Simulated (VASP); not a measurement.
# C (Fd-3m) in VASP: notebook

C is run at these levels: PBEsol; tasks: single point.

Program: VASP 6.6.1. These are calculated values, not measurements. Logs are shortened: lines on timing, memory, paths and dates and some standing lists are left out, and cuts for length are marked.

### Step 1. The cell of the first run

Symmetry: Fd-3m, No. 227, cubic system. The conventional cell has a = 3.554 Å, b = 3.554 Å, c = 3.554 Å, α = 90.00°, β = 90.00°, γ = 90.00°. C (site symmetry -43m) has 4 C at 1.54 Å within 2.1 Å.

### Step 2. Single point, PBEsol

INCAR

```
  ALGO = Normal
  EDIFF = 1E-6
  ENCUT = 1300
  GGA = PS
  GGA_COMPAT = F
  ISIF = 2
  ISMEAR = -1
  LASPH = T
  LCHARG = F
  LREAL = F
  LWAVE = F
  NBANDS = 11
  NELM = 120
  PREC = Accurate
  SIGMA = 0.02
```

KPOINTS

```
k-points
0
Gamma
  16 16 16
```

POSCAR

```
C
1.0
    0.0000000000      1.7769057192      1.7769057192
    1.7769057192      0.0000000000      1.7769057192
    1.7769057192      1.7769057192      0.0000000000
C
2
Direct
   -0.1250000000     -0.1250000000     -0.1250000000
    0.1250000000      0.1250000000      0.1250000000
```

Potentials or basis: VASP PAW PBE potentials, release 64 (C_h).

The run is started by

```
cat potpaw_PBE.64/C_h/POTCAR > POTCAR
mpirun -np 1 vasp_std > vasp.out
```

OUTCAR:

```text
EDIFF = 1E-6
   ENCUT = 1300
   GGA = PS
   ISIF = 2
   ISMEAR = -1
   LASPH = T
   LREAL = F
   NELM = 120
   PREC = Accurate

 ion  position               nearest neighbor table
   1  0.875  0.875  0.875-
   2  0.125  0.125  0.125-

  LATTYP: Found a face centered cubic cell.
 ALAT       =     3.5538114384

  Lattice vectors:

 A1 = (   0.0000000000,   1.7769057192,   1.7769057192)
 A2 = (   1.7769057192,   0.0000000000,   1.7769057192)
 A3 = (   1.7769057192,   1.7769057192,   0.0000000000)

Analysis of symmetry for initial positions (statically):
=====================================================================
 Subroutine PRICEL returns:
 Original cell was already a primitive cell.

 Routine SETGRP: Setting up the symmetry group for a
 face centered cubic supercell.

 Subroutine GETGRP returns: Found 48 space group operations
 (whereof 12 operations were pure point group operations)
 out of a pool of 48 trial point group operations.

The static configuration has the point symmetry D_3d.
 The point group associated with its full space group is O_h .

Analysis of symmetry for dynamics (positions and initial velocities):
=====================================================================
 Subroutine PRICEL returns:
 Original cell was already a primitive cell.

 Routine SETGRP: Setting up the symmetry group for a
 face centered cubic supercell.

 Subroutine GETGRP returns: Found 48 space group operations
 (whereof 12 operations were pure point group operations)
 out of a pool of 48 trial point group operations.

The dynamic configuration has the point symmetry D_3d.
 The point group associated with its full space group is O_h .

 Subroutine INISYM returns: Found 48 space group operations
 (whereof 12 operations are pure point group operations),
 and found     1 'primitive' translations

----------------------------------------------------------------------------------------

                                     Primitive cell

  volume of cell :      11.2208

  direct lattice vectors                    reciprocal lattice vectors
     0.000000000  1.776905719  1.776905719    -0.281388030  0.281388030  0.281388030
     1.776905719  0.000000000  1.776905719     0.281388030 -0.281388030  0.281388030
     1.776905719  1.776905719  0.000000000     0.281388030  0.281388030 -0.281388030

  length of vectors
     2.512924167  2.512924167  2.512924167     0.487378365  0.487378365  0.487378365

  position of ions in fractional coordinates (direct lattice)
     0.875000000  0.875000000  0.875000000
     0.125000000  0.125000000  0.125000000

  ion indices of the primitive-cell ions
   primitive index   ion index
                 1           1
                 2           2

----------------------------------------------------------------------------------------

 KPOINTS: k-points

Automatic generation of k-mesh.
 Grid dimensions read from file:
 generate k-points for:   16   16   16

 Generating k-lattice:

  Cartesian coordinates                     Fractional coordinates (reciprocal lattice)
    -0.017586752  0.017586752  0.017586752     0.062500000  0.000000000  0.000000000
     0.017586752 -0.017586752  0.017586752     0.000000000  0.062500000  0.000000000
     0.017586752  0.017586752 -0.017586752     0.000000000  0.000000000  0.062500000

  Length of vectors
     0.030461148  0.030461148  0.030461148

  Shift w.r.t. Gamma in fractional coordinates (k-lattice)
     0.000000000  0.000000000  0.000000000

 Subroutine IBZKPT returns following result:
 ===========================================

 Found    145 irreducible k-points:

 Following reciprocal coordinates:
            Coordinates               Weight
  0.000000  0.000000  0.000000      1.000000
  0.062500  0.000000  0.000000      8.000000
  0.125000  0.000000  0.000000      8.000000
  0.187500  0.000000  0.000000      8.000000
  0.250000  0.000000  0.000000      8.000000
  0.312500  0.000000  0.000000      8.000000
[... 16 lines left out ...]
 -0.125000  0.062500  0.000000     24.000000
 -0.062500  0.062500  0.000000     12.000000
 [... further k-points ...]
   k-points           NKPTS =    145   k-points in BZ     NKDIM =    145   number of bands    NBANDS=     11
   number of dos      NEDOS =    301   number of ions     NIONS =      2
   total plane-waves  NPLWV =  27000
   dimension x,y,z NGX =    30 NGY =   30 NGZ =   30
   dimension x,y,z NGXF=    60 NGYF=   60 NGZF=   60
   ions per type =               2
   NGX,Y,Z   is equivalent  to a cutoff of  19.85, 19.85, 19.85 a.u.
   NGXF,Y,Z  is equivalent  to a cutoff of  39.69, 39.69, 39.69 a.u.
 SYSTEM =  unknown system
   PREC   = accura    normal or accurate (medium, high low for compatibility)
   ISTART =      0    job   : 0-new  1-cont  2-samecut
   ICHARG =      2    charge: 1-file 2-atom 10-const
   ISPIN  =      1    spin polarized calculation?
   LNONCOLLINEAR =      F non collinear calculations
   LSORBIT =      F    spin-orbit coupling
   LASPH  =      T    aspherical Exc in radial PAW
   ENCUT  = 1300.0 eV  95.55 Ry    9.77 a.u.   7.39  7.39  7.39*2*pi/ulx,y,z
   NELM   =    120;   NELMIN=  2; NELMDL= -5     # of ELM steps
   EDIFF  = 0.1E-05   stopping-criterion for ELM
   LREAL  =      F    real-space projection
   EDIFFG = 0.1E-04   stopping-criterion for IOM
   NSW    =      0    number of steps for IOM
   IBRION =     -1    ionic relax: 0-MD 1-quasi-New 2-CG
   NFREE  =      0    steps in history (QN), initial steepest desc. (CG)
   ISIF   =      2    stress and relaxation
   ISYM   =      2    0-nonsym 1-usesym 2-fastsym
   POTIM  = 0.5000    time-step for ionic-motion
   TEBEG  =    0.0;   TEEND  =   0.0 temperature during run
   PSTRESS=    0.0 pullay stress
   NELECT =       8.0000    total number of electrons
   NUPDOWN=      -1.0000    fix difference up-down
   EMIN   =  10.00;   EMAX   =-10.00  energy-range for DOS
   EFERMI =   0.00;   METHOD = LEGACY
   ISMEAR =    -1;   SIGMA  =   0.02  broadening in eV -4-tet -1-fermi 0-gaus
   EFERMI_NEDOS =   21; number of points for ismear=-14 and -15
   IALGO  =     38    algorithm
   IMIX   =      4    mixing-type and parameters
     AMIX     =   0.40;   BMIX     =  1.00
     AMIX_MAG =   1.60;   BMIX_MAG =  1.00
  volume/ion in A,a.u.               =       5.61        37.86
  Fermi-wavevector in a.u.,A,eV,Ry     =   1.462504  2.763732 29.101752  2.138918
  Thomas-Fermi vector in A             =   2.578710
   LORBIT       =      0    0 simple, 1 ext, 2 COOP (PROOUT), +10 PAW based schemes
   GGA     = PS    functional components
   LHFCALC =     F    Hartree Fock is set to
   AEXX    =    0.0000 exact exchange contribution
   IVDW    =     0    specifies the selected vdW correction
   LEPSILON=     F    determine dielectric tensor
   LRPA    =     F    only Hartree local field effects (RPA)
 non-spin polarized calculation
  energy-cutoff  :     1300.00
  volume of cell :       11.22
 maximum number of plane-waves:      1243
 NGX is ok and might be reduce to    30
   NGX = 15   NGY = 15   NGZ = 15

 number of electron       8.0000000 magnetization

 Free energy of the ion-electron system (eV)
  ---------------------------------------------------
  ext. energy  EPLUGINS =         0.00000000
  ---------------------------------------------------
  free energy    TOTEN  =       -19.27732245 eV

  energy without entropy =      -19.27732245  energy(sigma->0) =      -19.27732245

 E-fermi :  11.4290     XC(G=0): -13.6284

 val. band max:       11.0893902720   @ k =   0.0000   0.0000   0.0000
 cond. band min:      15.1226575631   @ k =   0.3750   0.3750   0.0000
 fundamental gap:      4.0332672911
 Fermi energy:        11.4289727938

 k-point     1 :       0.0000    0.0000    0.0000
  band No.  band energies     occupation
      1     -10.5763      2.00000
      2      11.0894      2.00000
      3      11.0894      2.00000
      4      11.0894      2.00000
      5      16.6641      0.00000
      6      16.6641      0.00000
      7      16.6641      0.00000
      8      24.7125      0.00000
      9      30.1932      0.00000
     10      37.6455      0.00000
     11      37.6455      0.00000

 k-point     2 :       0.0625    0.0000    0.0000
  band No.  band energies     occupation
      1     -10.4670      2.00000
      2      10.3451      2.00000
      3      10.8962      2.00000
      4      10.8962      2.00000
      5      16.9163      0.00000
      6      16.9163      0.00000
      7      17.1180      0.00000
      8      24.7950      0.00000
      9      30.3835      0.00000
     10      35.9763      0.00000
     11      35.9763      0.00000

 k-point     3 :       0.1250    0.0000    0.0000
  band No.  band energies     occupation
      1     -10.1398      2.00000
      2       8.6412      2.00000
      3      10.4247      2.00000
      4      10.4247      2.00000
      5      17.5369      0.00000
      6      17.5369      0.00000
      7      17.9812      0.00000
      8      25.0366      0.00000
      9      30.8573      0.00000
     10      34.4719      0.00000
     11      34.4719      0.00000

 k-point     4 :       0.1875    0.0000    0.0000
  band No.  band energies     occupation
      1      -9.5970      2.00000
      2       6.5767      2.00000
      3       9.8577      2.00000
      4       9.8577      2.00000
      5      18.2655      0.00000
      6      18.2655      0.00000
      7      18.7508      0.00000
      8      25.4088      0.00000
      9      31.3548      0.00000
     10      33.5735      0.00000
     11      33.5735      0.00000
[... 239 lines left out ...]
 k-point    22 :      -0.1875    0.0625    0.0000
  band No.  band energies     occupation
      1      -9.2727      2.00000
      2       5.8909      2.00000
      3       8.7083      2.00000
      4      10.0386      2.00000
      5      18.1239      0.00000
      6      19.0636      0.00000
      7      19.2601      0.00000
      8      25.3461      0.00000
      9      31.6134      0.00000
     10      32.1746      0.00000
     11      34.1934      0.00000

 k-point    23 :      -0.1250    0.0625    0.0000
  band No.  band energies     occupation
      1      -9.8861      2.00000
      2       7.9577      2.00000
      3       9.2781      2.00000
      4      10.5671      2.00000
      5      17.4440      0.00000
      6      18.2893      0.00000
      7      18.6255      0.00000
      8      25.0840      0.00000
      9      31.1773      0.00000
     10      32.8496      0.00000
     11      34.5287      0.00000

 k-point    24 :      -0.0625    0.0625    0.0000
  band No.  band energies     occupation
      1     -10.2851      2.00000
      2       9.6507      2.00000
      3       9.9919      2.00000
      4      10.9081      2.00000
      5      16.9598      0.00000
      6      17.4964      0.00000
      7      17.7996      0.00000
      8      24.8970      0.00000
      9      30.6749      0.00000
     10      34.1541      0.00000
     11      35.4646      0.00000

 [... further k-points ...]
[... 5 lines left out ...]
  --------------------------------------------------------------------------------------
  -------------------------------------------------------------------------------------
  Total        0.0089407      0.0089407      0.0089407     -0.0000000      0.0000000     -0.0000000
  in kB        1.2766135      1.2766135      1.2766135     -0.0000000      0.0000000     -0.0000000
  external PRESSURE =       1.2766135 kB  Pullay stress =       0.0000000 kB

 VOLUME and BASIS-vectors are now :
 -----------------------------------------------------------------------------
  energy-cutoff  :     1300.00
  volume of cell :       11.22
      direct lattice vectors                 reciprocal lattice vectors
     0.000000000  1.776905719  1.776905719    -0.281388030  0.281388030  0.281388030
     1.776905719  0.000000000  1.776905719     0.281388030 -0.281388030  0.281388030
     1.776905719  1.776905719  0.000000000     0.281388030  0.281388030 -0.281388030

 POSITION                                       TOTAL-FORCE (eV/Angst)
 -----------------------------------------------------------------------------------
      3.10959      3.10959      3.10959         0.000000      0.000000      0.000000
      0.44423      0.44423      0.44423        -0.000000     -0.000000     -0.000000
 -----------------------------------------------------------------------------------
    total drift:                               -0.000000      0.000000      0.000000

  FREE ENERGIE OF THE ION-ELECTRON SYSTEM (eV)
  ---------------------------------------------------
  free  energy   TOTEN  =       -19.2773224487 eV

  energy  without entropy=      -19.2773224486  energy(sigma->0) =      -19.27732245
```

Run time: 37 s. Hardware: 1 thread of Intel Xeon Platinum 8488C (Sapphire Rapids), shared host; peak memory 0.19 GiB.

Results:

```
Free energy            : -19.2773 eV
Pressure               : 0.1 GPa
Band gap on the k mesh : 4.03 eV (least direct gap 5.57 eV)
```

Levels at points of the mesh, in eV from the valence-band top:
| k point | band 1 | band 2 | band 3 | band 4 | band 5 | band 6 | band 7 | band 8 |
| --- | --- | --- | --- | --- | --- | --- | --- | --- |
| (0.00, 0.00, 0.00) | -21.67 | 0.00 | 0.00 | 0.00 | 5.57 | 5.57 | 5.57 | 13.62 |
| (0.50, 0.00, 0.00) | -15.77 | -13.58 | -2.84 | -2.84 | 8.43 | 8.43 | 8.99 | 15.59 |
| (0.50, 0.50, 0.00) | -12.85 | -12.85 | -6.40 | -6.40 | 4.63 | 4.63 | 16.95 | 16.95 |

Caveat: the PAW data sets were made with another functional, which shifts forces and pressure a little. A k mesh can miss the band edges.

[end of part 1 of 2]
